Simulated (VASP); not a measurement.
Input of a VASP 6.6.1 run:

The input INCAR:

```
PREC = Accurate ; ENCUT = 520
EDIFF = 1E-6 ; ISMEAR = 0
SIGMA = 0.1 ; LREAL = F
LASPH = T ; NELM = 80
ALGO = Fast ; ISIF = 2
LWAVE = F ; LCHARG = T
GGA = PS ; LELF = T
LVHAR = T ; NBANDS = 21
```

The input KPOINTS:

```
regular mesh
0
Gamma
  16 16 16
```

Contents of POSCAR:

```
Sn
1.0
   -2.7901274046      2.7901274046      1.5025920922
    2.7901274046     -2.7901274046      1.5025920922
    2.7901274046      2.7901274046     -1.5025920922
Sn
2
Direct
    0.0000000000      0.0000000000      0.0000000000
    0.7500000000      0.2500000000      0.5000000000
```

Potentials or basis: VASP PAW PBE potentials, release 64 (Sn_d).

Run with:

```console
$ cat potpaw_PBE.64/Sn_d/POTCAR > POTCAR
$ mpirun -np 1 vasp_std > vasp.out
```

**Question.** Estimate the pressure.

**Answer.** 10.9 GPa.

**Question.** What does it give for the band gap on the k mesh?

**Answer.** Zero (bands 14 and 15 overlap by 5.12 eV).

Caveat: the cell stands under pressure; the PAW data sets were made with another functional, which shifts forces and pressure a little; spin-orbit coupling is left out, which moves the levels of the heavy elements.
